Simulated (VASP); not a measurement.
# GaN (P6_3mc) in VASP: density of states with PBE

Aim: the density of states of GaN with PBE.

All numbers are computed with VASP 6.6.1; they aren't measurements. Logs are shortened: lines on timing, memory, paths and dates and some standing lists are left out, and cuts for length are marked.

### 1 The cell of the first run

Symmetry: P6_3mc, No. 186, hexagonal system. Conventional cell: a = 3.217 Å, b = 3.217 Å, c = 15.748 Å, α = 90.00°, β = 90.00°, γ = 120.00°. Ga (site symmetry 3m) has 4 N at 1.97 Å within 2.6 Å. Ga (site symmetry 3m) has 4 N at 1.97 Å within 2.6 Å. Ga (site symmetry 3m) has 4 N at 1.97 Å within 2.6 Å. Within 2.6 Å of N (site symmetry 3m) lie 4 Ga at 1.97 Å. Within 2.6 Å of N (site symmetry 3m) lie 4 Ga at 1.97 Å. N (site symmetry 3m) has 4 Ga at 1.97 Å within 2.6 Å.

### 2 Density of states, PBE

Input file POSCAR:

```
GaN
1.0
    3.2168423278      0.0000000289      0.0000000000
   -1.6084211889      2.7858671615      0.0000000000
    0.0000000000      0.0000000000     15.7475143000
Ga N
6 6
Direct
    0.0000000000      0.0000000000      0.1875310000
    0.0000000000      0.0000000000      0.6875310000
    0.3333333333      0.6666666667      0.5207130000
    0.6666666667      0.3333333333      0.0207130000
    0.3333333333      0.6666666667      0.8539850000
    0.6666666667      0.3333333333      0.3539850000
    0.0000000000      0.0000000000      0.3126460000
    0.0000000000      0.0000000000      0.8126460000
    0.3333333333      0.6666666667      0.9792100000
    0.6666666667      0.3333333333      0.4792100000
    0.3333333333      0.6666666667      0.6459160000
    0.6666666667      0.3333333333      0.1459160000
```

Input file INCAR.step1:

```
PREC = Accurate
ENCUT = 520
EDIFF = 1E-7
ISMEAR = 0
SIGMA = 0.02
LREAL = False
LASPH = True
NELM = 100
ALGO = Normal
ISIF = 2
LWAVE = False
LCHARG = True
GGA = PE
NBANDS = 66
```

Input file KPOINTS.step1:

```
Automatic mesh
0
Gamma
  12 12 2
```

Input file INCAR.step2:

```
PREC = Accurate
ENCUT = 520
EDIFF = 1E-7
ISMEAR = -5
SIGMA = 0.02
LREAL = False
LASPH = True
NELM = 100
ALGO = Normal
ISIF = 2
LWAVE = False
LCHARG = False
GGA = PE
LORBIT = 11
NBANDS = 66
NEDOS = 1001
ICHARG = 11
```

Input file KPOINTS.step2:

```
Automatic mesh
0
Gamma
  18 18 3
```

Potentials or basis: VASP PAW PBE potentials, release 64 (Ga_d, N).

On the command line:

```sh
> cat potpaw_PBE.64/Ga_d/POTCAR potpaw_PBE.64/N/POTCAR > POTCAR
> cp INCAR.step1 INCAR
> cp KPOINTS.step1 KPOINTS
> mpirun -np 1 vasp_std > vasp.out
> cp INCAR.step2 INCAR
> cp KPOINTS.step2 KPOINTS
> mpirun -np 1 vasp_std > vasp.out
```

OUTCAR:

```text
PREC = Accurate
   ENCUT = 520
   EDIFF = 1E-7
   ISMEAR = -5
   LREAL = False
   LASPH = True
   NELM = 100
   ISIF = 2
   GGA = PE
   LORBIT = 11
   ICHARG = 11

 ion  position               nearest neighbor table
   1  0.000  0.000  0.188-  12 1.97  12 1.97  12 1.97   7 1.97
   2  0.000  0.000  0.688-  11 1.97  11 1.97  11 1.97   8 1.97
   3  0.333  0.667  0.521-  10 1.97  10 1.97  10 1.97  11 1.97
   4  0.667  0.333  0.021-   9 1.97   9 1.97   9 1.97  12 1.97
   5  0.333  0.667  0.854-   8 1.97   8 1.97   8 1.97   9 1.97
   6  0.667  0.333  0.354-   7 1.97   7 1.97   7 1.97  10 1.97
   7  0.000  0.000  0.313-   6 1.97   6 1.97   6 1.97   1 1.97
   8  0.000  0.000  0.813-   5 1.97   5 1.97   5 1.97   2 1.97
   9  0.333  0.667  0.979-   4 1.97   4 1.97   4 1.97   5 1.97
  10  0.667  0.333  0.479-   3 1.97   3 1.97   3 1.97   6 1.97
  11  0.333  0.667  0.646-   2 1.97   2 1.97   2 1.97   3 1.97
  12  0.667  0.333  0.146-   1 1.97   1 1.97   1 1.97   4 1.97

  LATTYP: Found a hexagonal cell.
 ALAT       =     3.2168423278
 C/A-ratio  =     4.8953329680

  Lattice vectors:

 A1 = (   3.2168423278,   0.0000000289,   0.0000000000)
 A2 = (  -1.6084211889,   2.7858671615,   0.0000000000)
 A3 = (   0.0000000000,   0.0000000000,  15.7475143000)

Analysis of symmetry for initial positions (statically):
=====================================================================
 Subroutine PRICEL returns:
 Original cell was already a primitive cell.

 Routine SETGRP: Setting up the symmetry group for a
 hexagonal supercell.

 Subroutine GETGRP returns: Found 12 space group operations
 (whereof  6 operations were pure point group operations)
 out of a pool of 24 trial point group operations.

The static configuration has the point symmetry C_3v.
 The point group associated with its full space group is C_6v.

Analysis of symmetry for dynamics (positions and initial velocities):
=====================================================================
 Subroutine PRICEL returns:
 Original cell was already a primitive cell.

 Routine SETGRP: Setting up the symmetry group for a
 hexagonal supercell.

 Subroutine GETGRP returns: Found 12 space group operations
 (whereof  6 operations were pure point group operations)
 out of a pool of 24 trial point group operations.

The dynamic configuration has the point symmetry C_3v.
 The point group associated with its full space group is C_6v.

 Subroutine INISYM returns: Found 12 space group operations
 (whereof  6 operations are pure point group operations),
 and found     1 'primitive' translations

----------------------------------------------------------------------------------------

                                     Primitive cell

  volume of cell :     141.1244

  direct lattice vectors                    reciprocal lattice vectors
     3.216842328  0.000000029  0.000000000     0.310863851  0.179477332  0.000000000
    -1.608421189  2.785867162  0.000000000    -0.000000003  0.358954658  0.000000000
     0.000000000  0.000000000 15.747514300     0.000000000  0.000000000  0.063502086

  length of vectors
     3.216842328  3.216842328 15.747514300     0.358954658  0.358954658  0.063502086

  position of ions in fractional coordinates (direct lattice)
     0.000000000  0.000000000  0.187531000
     0.000000000  0.000000000  0.687531000
     0.333333333  0.666666667  0.520713000
     0.666666667  0.333333333  0.020713000
     0.333333333  0.666666667  0.853985000
     0.666666667  0.333333333  0.353985000
     0.000000000  0.000000000  0.312646000
     0.000000000  0.000000000  0.812646000
     0.333333333  0.666666667  0.979210000
     0.666666667  0.333333333  0.479210000
     0.333333333  0.666666667  0.645916000
     0.666666667  0.333333333  0.145916000

  ion indices of the primitive-cell ions
   primitive index   ion index
                 1           1
                 2           2
                 3           3
                 4           4
                 5           5
                 6           6
                 7           7
                 8           8
                 9           9
                10          10
                11          11
                12          12

----------------------------------------------------------------------------------------

 KPOINTS: Automatic mesh

Automatic generation of k-mesh.
 Grid dimensions read from file:
 generate k-points for:   18   18    3

 Generating k-lattice:

  Cartesian coordinates                     Fractional coordinates (reciprocal lattice)
     0.017270214  0.009970963  0.000000000     0.055555556  0.000000000  0.000000000
    -0.000000000  0.019941925  0.000000000    -0.000000000  0.055555556  0.000000000
     0.000000000  0.000000000  0.021167362     0.000000000  0.000000000  0.333333333

  Length of vectors
     0.019941925  0.019941925  0.021167362

  Shift w.r.t. Gamma in fractional coordinates (k-lattice)
     0.000000000  0.000000000  0.000000000

 TETIRR: Found    828 inequivalent tetrahedra from     5832

 Subroutine IBZKPT returns following result:
 ===========================================

 Found     74 irreducible k-points:

 Following reciprocal coordinates:
            Coordinates               Weight
  0.000000  0.000000  0.000000      1.000000
  0.055556  0.000000  0.000000      6.000000
  0.111111  0.000000  0.000000      6.000000
  0.166667  0.000000  0.000000      6.000000
  0.222222  0.000000  0.000000      6.000000
  0.277778  0.000000  0.000000      6.000000
[... 16 lines left out ...]
  0.333333  0.111111  0.000000     12.000000
  0.388889  0.111111  0.000000     12.000000
 [... further k-points ...]
   k-points           NKPTS =     74   k-points in BZ     NKDIM =     74   number of bands    NBANDS=     66
   number of dos      NEDOS =   1001   number of ions     NIONS =     12
   total plane-waves  NPLWV =  69120
   dimension x,y,z NGX =    24 NGY =   24 NGZ =  120
   dimension x,y,z NGXF=    48 NGYF=   48 NGZF=  240
   ions per type =               6   6
   NGX,Y,Z   is equivalent  to a cutoff of  12.40, 12.40, 12.67 a.u.
   NGXF,Y,Z  is equivalent  to a cutoff of  24.81, 24.81, 25.34 a.u.
 SYSTEM =  unknown system
   PREC   = accura    normal or accurate (medium, high low for compatibility)
   ISTART =      0    job   : 0-new  1-cont  2-samecut
   ICHARG =     11    charge: 1-file 2-atom 10-const
   ISPIN  =      1    spin polarized calculation?
   LNONCOLLINEAR =      F non collinear calculations
   LSORBIT =      F    spin-orbit coupling
   LASPH  =      T    aspherical Exc in radial PAW
   ENCUT  =  520.0 eV  38.22 Ry    6.18 a.u.   5.98  5.98 29.28*2*pi/ulx,y,z
   NELM   =    100;   NELMIN=  2; NELMDL=  0     # of ELM steps
   EDIFF  = 0.1E-06   stopping-criterion for ELM
   LREAL  =      F    real-space projection
   EDIFFG = 0.1E-05   stopping-criterion for IOM
   NSW    =      0    number of steps for IOM
   IBRION =     -1    ionic relax: 0-MD 1-quasi-New 2-CG
   NFREE  =      0    steps in history (QN), initial steepest desc. (CG)
   ISIF   =      2    stress and relaxation
   ISYM   =      2    0-nonsym 1-usesym 2-fastsym
   POTIM  = 0.5000    time-step for ionic-motion
   TEBEG  =    0.0;   TEEND  =   0.0 temperature during run
   PSTRESS=    0.0 pullay stress
   NELECT =     108.0000    total number of electrons
   NUPDOWN=      -1.0000    fix difference up-down
   EMIN   =  10.00;   EMAX   =-10.00  energy-range for DOS
   EFERMI =   0.00;   METHOD = LEGACY
   ISMEAR =    -5;   SIGMA  =   0.02  broadening in eV -4-tet -1-fermi 0-gaus
   EFERMI_NEDOS =   21; number of points for ismear=-14 and -15
   IALGO  =     38    algorithm
   IMIX   =      4    mixing-type and parameters
     AMIX     =   0.40;   BMIX     =  1.00
     AMIX_MAG =   1.60;   BMIX_MAG =  1.00
  volume/ion in A,a.u.               =      11.76        79.36
  Fermi-wavevector in a.u.,A,eV,Ry     =   1.497437  2.829746 30.508600  2.242319
  Thomas-Fermi vector in A             =   2.609325
   LORBIT       =     11    0 simple, 1 ext, 2 COOP (PROOUT), +10 PAW based schemes
   GGA     = PE    functional components
   LHFCALC =     F    Hartree Fock is set to
   AEXX    =    0.0000 exact exchange contribution
   IVDW    =     0    specifies the selected vdW correction
   LEPSILON=     F    determine dielectric tensor
   LRPA    =     F    only Hartree local field effects (RPA)
 non-spin polarized calculation
 Fermi weights with tetrahedron method with Bloechl corrections
  energy-cutoff  :      520.00
  volume of cell :      141.12
 maximum number of plane-waves:      3840
 NGX is ok and might be reduce to    24

 number of electron     107.9999865 magnetization

 Free energy of the ion-electron system (eV)
  ---------------------------------------------------
  ext. energy  EPLUGINS =         0.00000000
  ---------------------------------------------------
  free energy    TOTEN  =       -72.93590679 eV

  energy without entropy =      -72.93590679  energy(sigma->0) =      -72.93590679

 E-fermi :   5.0167     XC(G=0): -11.5195

 val. band max:        4.9942679614   @ k =   0.0000   0.0000   0.0000
 cond. band min:       6.5924860167   @ k =   0.0000   0.0000   0.0000
 fundamental gap:      1.5982180553
 Fermi energy:         5.0166837269

 k-point     1 :       0.0000    0.0000    0.0000
  band No.  band energies     occupation
      1     -10.7217      2.00000
      2     -10.4631      2.00000
      3     -10.4412      2.00000
      4     -10.0348      2.00000
      5     -10.0178      2.00000
      6      -9.9000      2.00000
[... 58 lines left out ...]
     65      14.1461      0.00000
     66      14.9457      0.00000

 k-point     2 :       0.0556    0.0000    0.0000
  band No.  band energies     occupation
      1     -10.6925      2.00000
      2     -10.4391      2.00000
      3     -10.4173      2.00000
      4     -10.0229      2.00000
      5     -10.0058      2.00000
      6      -9.8925      2.00000
[... 58 lines left out ...]
     65      14.0296      0.00000
     66      14.8339      0.00000

 k-point     3 :       0.1111    0.0000    0.0000
  band No.  band energies     occupation
      1     -10.6086      2.00000
      2     -10.3710      2.00000
      3     -10.3496      2.00000
      4      -9.9899      2.00000
      5      -9.9728      2.00000
      6      -9.8716      2.00000
[... 1438 lines left out ...]
     65      12.9844      0.00000
     66      13.5113      0.00000

 k-point    24 :       0.3889    0.1111    0.0000
  band No.  band energies     occupation
      1      -9.8979      2.00000
      2      -9.8525      2.00000
      3      -9.8330      2.00000
      4      -9.7759      2.00000
      5      -9.7619      2.00000
      6      -9.7498      2.00000
[... 58 lines left out ...]
     65      13.1023      0.00000
     66      13.8974      0.00000

 [... further k-points ...]
[... 5 lines left out ...]
  --------------------------------------------------------------------------------------
  -------------------------------------------------------------------------------------
  Total       -0.6831546     -0.6831546     -0.6572815     -0.0000000      0.0000000      0.0000000
  in kB       -7.7558143     -7.7558143     -7.4620783     -0.0000000      0.0000000      0.0000000
  external PRESSURE =      -7.6579023 kB  Pullay stress =       0.0000000 kB

 VOLUME and BASIS-vectors are now :
 -----------------------------------------------------------------------------
  energy-cutoff  :      520.00
  volume of cell :      141.12
      direct lattice vectors                 reciprocal lattice vectors
     3.216842328  0.000000029  0.000000000     0.310863851  0.179477332  0.000000000
    -1.608421189  2.785867162  0.000000000    -0.000000003  0.358954658  0.000000000
     0.000000000  0.000000000 15.747514300     0.000000000  0.000000000  0.063502086

 POSITION                                       TOTAL-FORCE (eV/Angst)
 -----------------------------------------------------------------------------------
      0.00000      0.00000      2.95315        -0.000000      0.000000     -0.000443
      0.00000      0.00000     10.82690         0.000000      0.000000     -0.000443
     -0.00000      1.85724      8.19994        -0.000000      0.000000     -0.001198
      1.60842      0.92862      0.32618         0.000000     -0.000000     -0.001198
     -0.00000      1.85724     13.44814        -0.000000      0.000000      0.000347
      1.60842      0.92862      5.57438         0.000000      0.000000      0.000347
      0.00000      0.00000      4.92340        -0.000000      0.000000      0.000666
      0.00000      0.00000     12.79715        -0.000000      0.000000      0.000666
     -0.00000      1.85724     15.42012        -0.000000     -0.000000      0.000782
      1.60842      0.92862      7.54637         0.000000      0.000000      0.000782
     -0.00000      1.85724     10.17157        -0.000000      0.000000     -0.000153
      1.60842      0.92862      2.29781        -0.000000      0.000000     -0.000153
 -----------------------------------------------------------------------------------
    total drift:                               -0.000002     -0.000003     -0.002293

  FREE ENERGIE OF THE ION-ELECTRON SYSTEM (eV)
  ---------------------------------------------------
  free  energy   TOTEN  =       -72.9359067878 eV

  energy  without entropy=      -72.9359067878  energy(sigma->0) =      -72.93590679

 total charge

# of ion       s       p       d       tot
------------------------------------------
    1        0.786   0.867  10.161  11.813
    2        0.786   0.867  10.161  11.813
    3        0.786   0.866  10.161  11.813
    4        0.786   0.866  10.161  11.813
    5        0.784   0.865  10.162  11.811
    6        0.784   0.865  10.162  11.811
    7        1.225   2.499   0.000   3.724
    8        1.225   2.499   0.000   3.724
    9        1.226   2.495   0.000   3.721
   10        1.226   2.495   0.000   3.721
   11        1.226   2.496   0.000   3.722
   12        1.226   2.496   0.000   3.722
--------------------------------------------------
tot         12.063  20.175  60.968  93.207
```

Run time: 8.1 min. Hardware: 1 thread of Intel Xeon 6975P-C (Granite Rapids), shared host; peak memory 0.56 GiB.

Results:

| Quantity | Value |
| --- | --- |
| Valence electrons inside the program's atomic spheres | Ga 11.81; N 3.72 |
